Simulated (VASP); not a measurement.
# Ga4SbAs (P-6m2) in VASP: further runs

The runs below take Ga4SbAs through relaxation of cell and atoms, single point, with PBE.

Everything below comes from runs of VASP 6.6.1. Logs are shortened: lines on timing, memory, paths and dates and some standing lists are left out, and cuts for length are marked.

### Step 1. The cell of the first run

Symmetry: P-6m2, No. 187, hexagonal system. Conventional cell: a = 5.839 Å, b = 5.839 Å, c = 4.529 Å, α = 90.00°, β = 90.00°, γ = 120.00°. Ga (site symmetry -6m2) has 6 Ga at 2.80 Å and 3 As at 3.37 Å and 3 Sb at 3.37 Å within 3.7 Å. Ga (site symmetry mm2) has 6 Ga at 2.80 to 2.97 Å and 2 Sb at 2.84 Å and 4 As at 3.69 Å within 3.7 Å. Sb (site symmetry -6m2) has 9 Ga at 2.84 to 3.37 Å and 3 As at 3.37 Å within 3.7 Å. As (site symmetry -6m2) has 15 Ga at 3.37 to 3.69 Å and 3 Sb at 3.37 Å and 2 As at 4.53 Å within 4.6 Å.

The cell was built from a structure type or drawn by symmetry, and may not be a known phase.

### Step 2. Relaxation of cell and atoms, PBE

INCAR reads:

```
SYSTEM = Ga4SbAs
PREC = Accurate
ENCUT = 600
EDIFF = 1E-6
ISMEAR = 0
SIGMA = 0.1
LREAL = .False.
LASPH = .True.
NELM = 100
ALGO = Fast
ISIF = 3
LWAVE = .False.
LCHARG = .False.
GGA = PE
IBRION = 2
NSW = 90
EDIFFG = -0.04
```

KPOINTS reads:

```
Automatic mesh
0
Gamma
  3 3 4
  0 0 0
```

POSCAR reads:

```
Ga4SbAs
1.0
    5.8391073000      0.0000000000      0.0000000000
   -2.9195536500      5.0568152600      0.0000000000
    0.0000000000      0.0000000000      4.5289570200
Ga Sb As
4 1 1
Direct
    0.6666666700      0.3333333300      0.0000000000
    0.5030135000      0.0060270000      0.5000000000
    0.9939730000      0.4969865000      0.5000000000
    0.5030135000      0.4969865000      0.5000000000
    0.3333333300      0.6666666700      0.0000000000
    0.0000000000      0.0000000000      0.0000000000
```

Potentials or basis: VASP PAW PBE potentials, release 64 (Ga_d, Sb, As).

Launch:

```bash
$ cat potpaw_PBE.64/Ga_d/POTCAR potpaw_PBE.64/Sb/POTCAR potpaw_PBE.64/As/POTCAR > POTCAR
$ mpirun -np 1 vasp_std > vasp.out
```

OUTCAR:

```text
SYSTEM = Ga4SbAs
   PREC = Accurate
   ENCUT = 600
   EDIFF = 1E-6
   ISMEAR = 0
   LREAL = .False.
   LASPH = .True.
   NELM = 100
   ISIF = 3
   GGA = PE
   IBRION = 2
   NSW = 90
   EDIFFG = -0.04

 ion  position               nearest neighbor table
   1  0.667  0.333  0.000-   3 2.80   3 2.80   2 2.80   2 2.80   4 2.80   4 2.80
   2  0.503  0.006  0.500-   1 2.80   1 2.80   5 2.84   5 2.84   4 2.87   3 2.87
   3  0.994  0.497  0.500-   1 2.80   1 2.80   5 2.84   5 2.84   4 2.87   2 2.87
   4  0.503  0.497  0.500-   1 2.80   1 2.80   5 2.84   5 2.84   3 2.87   2 2.87
   5  0.333  0.667  0.000-   3 2.84   3 2.84   2 2.84   2 2.84   4 2.84   4 2.84
   6  0.000  0.000  0.000-

  LATTYP: Found a hexagonal cell.
 ALAT       =     5.8391073000
 C/A-ratio  =     0.7756249007

  Lattice vectors:

 A1 = (   5.8391073000,   0.0000000000,   0.0000000000)
 A2 = (  -2.9195536500,   5.0568152600,   0.0000000000)
 A3 = (   0.0000000000,   0.0000000000,   4.5289570200)

Analysis of symmetry for initial positions (statically):
=====================================================================
 Subroutine PRICEL returns:
 Original cell was already a primitive cell.

 Routine SETGRP: Setting up the symmetry group for a
 hexagonal supercell.

 Subroutine GETGRP returns: Found 12 space group operations
 (whereof 12 operations were pure point group operations)
 out of a pool of 24 trial point group operations.

The static configuration has the point symmetry D_3h.

Analysis of symmetry for dynamics (positions and initial velocities):
=====================================================================
 Subroutine PRICEL returns:
 Original cell was already a primitive cell.

 Routine SETGRP: Setting up the symmetry group for a
 hexagonal supercell.

 Subroutine GETGRP returns: Found 12 space group operations
 (whereof 12 operations were pure point group operations)
 out of a pool of 24 trial point group operations.

The dynamic configuration has the point symmetry D_3h.

 Subroutine INISYM returns: Found 12 space group operations
 (whereof 12 operations are pure point group operations),
 and found     1 'primitive' translations

----------------------------------------------------------------------------------------

                                     Primitive cell

  volume of cell :     133.7278

  direct lattice vectors                    reciprocal lattice vectors
     5.839107300  0.000000000  0.000000000     0.171259055  0.098876462  0.000000000
    -2.919553650  5.056815260  0.000000000     0.000000000  0.197752923  0.000000000
     0.000000000  0.000000000  4.528957020     0.000000000  0.000000000  0.220801389

  length of vectors
     5.839107300  5.839107302  4.528957020     0.197752923  0.197752923  0.220801389

  position of ions in fractional coordinates (direct lattice)
     0.666666670  0.333333330  0.000000000
     0.503013500  0.006027000  0.500000000
     0.993973000  0.496986500  0.500000000
     0.503013500  0.496986500  0.500000000
     0.333333330  0.666666670  0.000000000
     0.000000000  0.000000000  0.000000000

  ion indices of the primitive-cell ions
   primitive index   ion index
                 1           1
                 2           2
                 3           3
                 4           4
                 5           5
                 6           6

----------------------------------------------------------------------------------------

 KPOINTS: Automatic mesh

Automatic generation of k-mesh.
 Grid dimensions read from file:
 generate k-points for:    3    3    4

 Generating k-lattice:

  Cartesian coordinates                     Fractional coordinates (reciprocal lattice)
     0.057086352  0.032958821  0.000000000     0.333333333  0.000000000  0.000000000
     0.000000000  0.065917641  0.000000000     0.000000000  0.333333333  0.000000000
     0.000000000  0.000000000  0.055200347     0.000000000  0.000000000  0.250000000

  Length of vectors
     0.065917641  0.065917641  0.055200347

  Shift w.r.t. Gamma in fractional coordinates (k-lattice)
     0.000000000  0.000000000  0.000000000

 Subroutine IBZKPT returns following result:
 ===========================================

 Found      9 irreducible k-points:

 Following reciprocal coordinates:
            Coordinates               Weight
  0.000000  0.000000  0.000000      1.000000
  0.333333  0.000000  0.000000      6.000000
  0.333333  0.333333  0.000000      2.000000
  0.000000  0.000000  0.250000      2.000000
  0.333333  0.000000  0.250000     12.000000
  0.333333  0.333333  0.250000      4.000000
  0.000000  0.000000  0.500000      1.000000
  0.333333  0.000000  0.500000      6.000000
  0.333333  0.333333  0.500000      2.000000
   k-points           NKPTS =      9   k-points in BZ     NKDIM =      9   number of bands    NBANDS=     37
   number of dos      NEDOS =    301   number of ions     NIONS =      6
   total plane-waves  NPLWV =  82944
   dimension x,y,z NGX =    48 NGY =   48 NGZ =   36
   dimension x,y,z NGXF=    96 NGYF=   96 NGZF=   72
   ions per type =               4   1   1
   NGX,Y,Z   is equivalent  to a cutoff of  13.67, 13.67, 13.21 a.u.
   NGXF,Y,Z  is equivalent  to a cutoff of  27.33, 27.33, 26.43 a.u.
 SYSTEM =  Ga4SbAs
   PREC   = accura    normal or accurate (medium, high low for compatibility)
   ISTART =      0    job   : 0-new  1-cont  2-samecut
   ICHARG =      2    charge: 1-file 2-atom 10-const
   ISPIN  =      1    spin polarized calculation?
   LNONCOLLINEAR =      F non collinear calculations
   LSORBIT =      F    spin-orbit coupling
   LASPH  =      T    aspherical Exc in radial PAW
   ENCUT  =  600.0 eV  44.10 Ry    6.64 a.u.  11.66 11.66  9.05*2*pi/ulx,y,z
   NELM   =    100;   NELMIN=  2; NELMDL= -5     # of ELM steps
   EDIFF  = 0.1E-05   stopping-criterion for ELM
   LREAL  =      F    real-space projection
   EDIFFG = -.4E-01   stopping-criterion for IOM
   NSW    =     90    number of steps for IOM
   IBRION =      2    ionic relax: 0-MD 1-quasi-New 2-CG
   NFREE  =      1    steps in history (QN), initial steepest desc. (CG)
   ISIF   =      3    stress and relaxation
   ISYM   =      2    0-nonsym 1-usesym 2-fastsym
   POTIM  = 0.5000    time-step for ionic-motion
   TEBEG  =    0.0;   TEEND  =   0.0 temperature during run
   PSTRESS=    0.0 pullay stress
   NELECT =      62.0000    total number of electrons
   NUPDOWN=      -1.0000    fix difference up-down
   EMIN   =  10.00;   EMAX   =-10.00  energy-range for DOS
   EFERMI =   0.00;   METHOD = LEGACY
   ISMEAR =     0;   SIGMA  =   0.10  broadening in eV -4-tet -1-fermi 0-gaus
   EFERMI_NEDOS =   21; number of points for ismear=-14 and -15
   IALGO  =     68    algorithm
   IMIX   =      4    mixing-type and parameters
     AMIX     =   0.40;   BMIX     =  1.00
     AMIX_MAG =   1.60;   BMIX_MAG =  1.00
  volume/ion in A,a.u.               =      22.29       150.41
  Fermi-wavevector in a.u.,A,eV,Ry     =   1.267063  2.394402 21.843449  1.605448
  Thomas-Fermi vector in A             =   2.400231
   LORBIT       =      0    0 simple, 1 ext, 2 COOP (PROOUT), +10 PAW based schemes
   GGA     = PE    functional components
   LHFCALC =     F    Hartree Fock is set to
   AEXX    =    0.0000 exact exchange contribution
   IVDW    =     0    specifies the selected vdW correction
   LEPSILON=     F    determine dielectric tensor
   LRPA    =     F    only Hartree local field effects (RPA)
 conjugate gradient relaxation of ions
 non-spin polarized calculation
 RMM-DIIS sequential band-by-band and
 Gauss-broadening in eV      SIGMA  =   0.10
  energy-cutoff  :      600.00
  volume of cell :      133.73
 maximum number of plane-waves:      4518
 NGX is ok and might be reduce to    48
   NGX = 23   NGY = 23   NGZ = 19

--------------------------------------- Ionic step        1  -------------------------------------------

 number of electron      62.0000013 magnetization

 Free energy of the ion-electron system (eV)
  ---------------------------------------------------
  ext. energy  EPLUGINS =         0.00000000
  ---------------------------------------------------
  free energy    TOTEN  =       -18.40164373 eV

  energy without entropy =      -18.39418271  energy(sigma->0) =      -18.39791322

------------------------ aborting loop because EDIFF is reached ----------------------------------------

  FORCE on cell =-STRESS in cart. coord.  units (eV):
  Direction    XX          YY          ZZ          XY          YZ          ZX
  --------------------------------------------------------------------------------------
  -------------------------------------------------------------------------------------
  Total        0.5535584      0.5535584      0.2248666      0.0000000     -0.0000000      0.0000000
  in kB        6.6321186      6.6321186      2.6941011      0.0000000     -0.0000000      0.0000000
  external PRESSURE =       5.3194461 kB  Pullay stress =       0.0000000 kB
[... 145 lines left out ...]
  energy  without entropy=      -18.4554392722  energy(sigma->0) =      -18.46033129

--------------------------------------- Ionic step        5  -------------------------------------------

 number of electron      62.0000015 magnetization

 Free energy of the ion-electron system (eV)
  ---------------------------------------------------
  ext. energy  EPLUGINS =         0.00000000
  ---------------------------------------------------
  free energy    TOTEN  =       -18.47034988 eV

  energy without entropy =      -18.46132743  energy(sigma->0) =      -18.46583865

 E-fermi :   5.2198     XC(G=0): -10.2091

 val. band max:        5.1849653697   @ k =   0.3333   0.3333   0.2500
 cond. band min:       5.3331276028   @ k =   0.3333   0.0000   0.0000
 fundamental gap:      0.1481622331
 Fermi energy:         5.2198310746

 k-point     1 :       0.0000    0.0000    0.0000
  band No.  band energies     occupation
      1     -10.0018      2.00000
      2      -9.9079      2.00000
      3      -9.9079      2.00000
      4      -9.8703      2.00000
      5      -9.8703      2.00000
      6      -9.8406      2.00000
[... 382 lines left out ...]
  FREE ENERGIE OF THE ION-ELECTRON SYSTEM (eV)
  ---------------------------------------------------
  free  energy   TOTEN  =       -18.4703498754 eV

  energy  without entropy=      -18.4613274341  energy(sigma->0) =      -18.46583865

 reached required accuracy - stopping structural energy minimisation
```

Wall time 3 min (1 thread of Intel Xeon Platinum 8559C (Emerald Rapids), shared host); peak memory 0.32 GiB.

Results:

| Property | Result |
| --- | --- |
| Free energy | -18.4703 eV |
| Relaxed volume | 22.49 Å³/atom |
| Relaxed cell | a = 5.883 Å, b = 5.883 Å, c = 4.503 Å, α = 90.00°, β = 90.00°, γ = 120.00° |
| Space group after relaxing (to 0.1 Å) | P-6m2 (No. 187) |
| Energy gained by relaxing | 11.5 meV/atom |
| Ionic steps | 5 |
| Pressure after relaxing | 0.1 GPa |
| Largest force after relaxing | 0.026 eV/Å |
| Band gap on the k mesh | zero (bands 31 and 32 overlap by 1.85 eV) |

Forces on the atoms (eV/Å):
```
Ga   0.000  0.000  0.000
Ga   0.000 -0.026  0.000
Ga   0.023  0.013  0.000
Ga  -0.023  0.013  0.000
Sb   0.000  0.000  0.000
As   0.000  0.000  0.000
```

The path:
```tsv
step	energy change (eV)	largest force (eV/Å)	pressure (GPa)	volume (Å³)
1	0.0000	0.6518	0.53	133.73
2	-0.0490	0.3267	-0.06	135.16
3	-0.0635	0.0471	-0.45	136.44
4	-0.0636	0.0332	-0.54	136.51
5	-0.0687	0.0263	0.07	134.96
```

Final structure:
```yaml
crystal:
  lattice:
    - [5.88265, 0.00000, 0.00000]
    - [-2.94133, 5.09453, 0.00000]
    - [0.00000, 0.00000, 4.50315]
  atoms:
    - { symbol: Ga, position: [0.66667, 0.33333, 0.00000] }
    - { symbol: Ga, position: [0.50969, 0.01938, 0.50000] }
    - { symbol: Ga, position: [0.98062, 0.49031, 0.50000] }
    - { symbol: Ga, position: [0.50969, 0.49031, 0.50000] }
    - { symbol: Sb, position: [0.33333, 0.66667, 0.00000] }
    - { symbol: As, position: [0.00000, 0.00000, 0.00000] }
```

Caveat: the k points lie up to 0.41 Å⁻¹ apart in the final cell, too coarse for converged energies and pressures of a metal; spin-orbit coupling is left out, which moves the levels of the heavy elements.

### Step 3. Single point, PBE

This run uses another cell than the first one, of 22.71 Å³/atom.

INCAR reads:

```
SYSTEM = Ga4SbAs
ALGO = Fast ; EDIFF = 1E-6
ENCUT = 520 ; GGA = PE
ISIF = 2 ; ISMEAR = 0
LASPH = .TRUE. ; LCHARG = .FALSE.
LREAL = .FALSE. ; LWAVE = .FALSE.
NBANDS = 40 ; NELM = 100
PREC = Accurate ; SIGMA = 0.1
```

KPOINTS reads:

```
k-points
0
G
  12 12 8
  0 0 0
```

POSCAR reads:

```
Ga4SbAs
1.0
    5.3726596019      0.0000000000      0.0000000000
   -2.6863298009      4.6528597011      0.0000000000
    0.0000000000      0.0000000000      5.4518377469
Ga Sb As
4 1 1
Direct
    0.6666666667      0.3333333333      0.0000000000
    0.5012321484      0.0024642968      0.5000000000
    0.9975357032      0.4987678516      0.5000000000
    0.5012321484      0.4987678516      0.5000000000
    0.3333333333      0.6666666667      0.0000000000
    0.0000000000      0.0000000000      0.0000000000
```

Potentials or basis: VASP PAW PBE potentials, release 64 (Ga_d, Sb, As).

Launch:

```bash
$ cat potpaw_PBE.64/Ga_d/POTCAR potpaw_PBE.64/Sb/POTCAR potpaw_PBE.64/As/POTCAR > POTCAR
$ mpirun -np 1 vasp_std > vasp.out
```

OUTCAR:

```text
SYSTEM = Ga4SbAs
   EDIFF = 1E-6
   ENCUT = 520
   GGA = PE
   ISIF = 2
   ISMEAR = 0
   LASPH = .TRUE.
   LREAL = .FALSE.
   NELM = 100
   PREC = Accurate

 ion  position               nearest neighbor table
   1  0.667  0.333  0.000-   5 3.10   5 3.10   5 3.10
   2  0.501  0.002  0.500-   4 2.67   3 2.67   4 2.71   3 2.71   5 3.14   5 3.14
   3  0.998  0.499  0.500-   2 2.67   4 2.67   2 2.71   4 2.71   5 3.14   5 3.14
   4  0.501  0.499  0.500-   2 2.67   3 2.67   2 2.71   3 2.71   5 3.14   5 3.14
   5  0.333  0.667  0.000-   1 3.10   6 3.10   1 3.10   6 3.10   6 3.10   1 3.10   2 3.14   2 3.14
                             3 3.14   3 3.14   4 3.14   4 3.14
   6  0.000  0.000  0.000-   5 3.10   5 3.10   5 3.10

  LATTYP: Found a hexagonal cell.
 ALAT       =     5.3726596019
 C/A-ratio  =     1.0147372346

  Lattice vectors:

 A1 = (   5.3726596019,   0.0000000000,   0.0000000000)
 A2 = (  -2.6863298009,   4.6528597011,   0.0000000000)
 A3 = (   0.0000000000,   0.0000000000,   5.4518377469)

Analysis of symmetry for initial positions (statically):
=====================================================================
 Subroutine PRICEL returns:
 Original cell was already a primitive cell.

 Routine SETGRP: Setting up the symmetry group for a
 hexagonal supercell.

 Subroutine GETGRP returns: Found 12 space group operations
 (whereof 12 operations were pure point group operations)
 out of a pool of 24 trial point group operations.

The static configuration has the point symmetry D_3h.

Analysis of symmetry for dynamics (positions and initial velocities):
=====================================================================
 Subroutine PRICEL returns:
 Original cell was already a primitive cell.

 Routine SETGRP: Setting up the symmetry group for a
 hexagonal supercell.

 Subroutine GETGRP returns: Found 12 space group operations
 (whereof 12 operations were pure point group operations)
[... 133 lines left out ...]
  Thomas-Fermi vector in A             =   2.392661
   LORBIT       =      0    0 simple, 1 ext, 2 COOP (PROOUT), +10 PAW based schemes
   GGA     = PE    functional components
   LHFCALC =     F    Hartree Fock is set to
   AEXX    =    0.0000 exact exchange contribution
   IVDW    =     0    specifies the selected vdW correction
   LEPSILON=     F    determine dielectric tensor
   LRPA    =     F    only Hartree local field effects (RPA)
 non-spin polarized calculation
 RMM-DIIS sequential band-by-band and
 Gauss-broadening in eV      SIGMA  =   0.10
  energy-cutoff  :      520.00
  volume of cell :      136.29
 maximum number of plane-waves:      3708
 NGX is ok and might be reduce to    40
   NGX = 19   NGY = 19   NGZ = 21

 number of electron      61.9999959 magnetization

 Free energy of the ion-electron system (eV)
  ---------------------------------------------------
  ext. energy  EPLUGINS =         0.00000000
  ---------------------------------------------------
  free energy    TOTEN  =       -18.79273324 eV

  energy without entropy =      -18.77261268  energy(sigma->0) =      -18.78267296

 E-fermi :   5.0942     XC(G=0): -10.1603

 val. band max:        5.0918800305   @ k =   0.2500   0.0833   0.3750
 cond. band min:       5.1003125575   @ k =   0.1667   0.0000   0.3750
 fundamental gap:      0.0084325269
 Fermi energy:         5.0941506397

 k-point     1 :       0.0000    0.0000    0.0000
  band No.  band energies     occupation
      1     -10.1501      2.00000
      2     -10.0296      2.00000
      3     -10.0296      2.00000
      4      -9.9629      2.00000
      5      -9.8759      2.00000
      6      -9.8453      2.00000
[... 1021 lines left out ...]
     39       9.8070      0.00000
     40      10.5158      0.00000

 [... further k-points ...]

------------------------ aborting loop because EDIFF is reached ----------------------------------------

  FORCE on cell =-STRESS in cart. coord.  units (eV):
  Direction    XX          YY          ZZ          XY          YZ          ZX
  --------------------------------------------------------------------------------------
  -------------------------------------------------------------------------------------
  Total        0.0359987      0.0359987      0.0056603      0.0000000      0.0000000      0.0000000
  in kB        0.4231993      0.4231993      0.0665428      0.0000000      0.0000000      0.0000000
  external PRESSURE =       0.3043138 kB  Pullay stress =       0.0000000 kB

 VOLUME and BASIS-vectors are now :
 -----------------------------------------------------------------------------
  energy-cutoff  :      520.00
  volume of cell :      136.29
      direct lattice vectors                 reciprocal lattice vectors
     5.372659602  0.000000000  0.000000000     0.186127556  0.107460794  0.000000000
    -2.686329801  4.652859701  0.000000000     0.000000000  0.214921589  0.000000000
     0.000000000  0.000000000  5.451837747     0.000000000  0.000000000  0.183424388

 POSITION                                       TOTAL-FORCE (eV/Angst)
 -----------------------------------------------------------------------------------
      2.68633      1.55095      0.00000        -0.000000      0.000000     -0.000000
      2.68633      0.01147      2.72592        -0.000000     -0.003046      0.000000
      4.01956      2.32070      2.72592         0.002638      0.001523     -0.000000
      1.35309      2.32070      2.72592        -0.002638      0.001523     -0.000000
     -0.00000      3.10191      0.00000        -0.000000      0.000000     -0.000000
      0.00000      0.00000      0.00000        -0.000000      0.000000     -0.000000
 -----------------------------------------------------------------------------------
    total drift:                               -0.000002      0.000001      0.000000

  FREE ENERGIE OF THE ION-ELECTRON SYSTEM (eV)
  ---------------------------------------------------
  free  energy   TOTEN  =       -18.7927332438 eV

  energy  without entropy=      -18.7726126772  energy(sigma->0) =      -18.78267296
```

Wall time 4.5 min (1 thread of Intel Xeon Platinum 8559C (Emerald Rapids), shared host); peak memory 0.57 GiB.

Results:

```yaml
Free_energy: -18.7927 eV
Pressure: 0.0 GPa
Largest_force: 0.003 eV/Å
Band_gap_on_the_k_mesh: zero (bands 31 and 32 overlap by 2.43 eV)
```

Forces on the atoms (eV/Å):
```
Ga   0.000  0.000  0.000
Ga   0.000 -0.003  0.000
Ga   0.003  0.002  0.000
Ga  -0.003  0.002  0.000
Sb   0.000  0.000  0.000
As   0.000  0.000  0.000
```

Caveat: spin-orbit coupling is left out, which moves the levels of the heavy elements.
